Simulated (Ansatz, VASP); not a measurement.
# One calculation of Hg, two programs

INCAR

```
SYSTEM = Hg
PREC     = Accurate       ! precision mode
ENCUT    = 520            ! plane-wave cutoff, eV
EDIFF    = 1E-7           ! SCF threshold, eV
ISMEAR   = -1             ! smearing method
SIGMA    = 0.1            ! smearing width, eV
LREAL    = .False.        ! projectors in reciprocal space
LASPH    = .True.         ! aspherical terms in the spheres
NELM     = 150            ! most SCF steps
ALGO     = Normal         ! electronic algorithm
ISIF     = 2              ! what is computed and relaxed
LWAVE    = .False.        ! write WAVECAR
LCHARG   = .False.        ! write CHGCAR
LNONCOLLINEAR= .True.         ! non-collinear magnetism
MAGMOM   = 0 0 0          ! initial moments
LORBIT   = 11             ! projections on sites
LSORBIT  = .True.         ! spin-orbit coupling
GGA_COMPAT= .False.      
LORBMOM  = .True.       
GGA      = PE             ! functional
NBANDS   = 23             ! bands
```

Contents of KPOINTS:

```
regular mesh
0
Gamma
  11 11 11
  0 0 0
```

Contents of POSCAR:

```
Hg
1.0
    0.0000000000      2.5200299249      2.5200299249
    2.5200299249      0.0000000000      2.5200299249
    2.5200299249      2.5200299249      0.0000000000
Hg
1
Direct
    0.0000000000      0.0000000000      0.0000000000
```

Input for Ansatz:

```yaml
crystal:
  lattice:
    - [0.0, 2.5200299249, 2.5200299249]
    - [2.5200299249, 0.0, 2.5200299249]
    - [2.5200299249, 2.5200299249, 0.0]
  atoms:
    - { symbol: Hg, position: [0.0, 0.0, 0.0] }
hamiltonian:
  xc: pbe
  pseudopotentials:
    kind: paw_fr
    azcp:
      Hg: "pseudopotentials/Hg.paw.azcp"
basis:
  ecutwfc: 420
  fft_grid_basis: typed
kpoints:
  mp_grid: { grid: [11, 11, 11], shift: [0, 0, 0] }
magnetization:
  noncollinear: true
  spin_orbit: true
scf:
  occupations: { method: fermi_dirac, width: 0.1 }
```

Alike in both runs: task single point; functional PBE; k mesh 11 × 11 × 11; occupations fermi-dirac, width 0.1 eV; non-collinear spin, spin-orbit coupling.

|  | VASP | Ansatz |
| --- | --- | --- |
| version | VASP 6.6.1 | Ansatz 0.2.0 |
| potentials or method | VASP PAW PBE potentials, release 64 (Hg), cutoff 520 eV | plane waves (420 eV) with PAW, fully relativistic with spin-orbit coupling |
| valence electrons in the cell | 12 | 20 |

```csv
,VASP,Ansatz,Ansatz less VASP
net moment per atom (μB),0.00,0.00,0.000
```

VASP's potentials hold 12 valence electrons a cell and Ansatz's 20, so a difference there can come from the potentials and not from the codes.
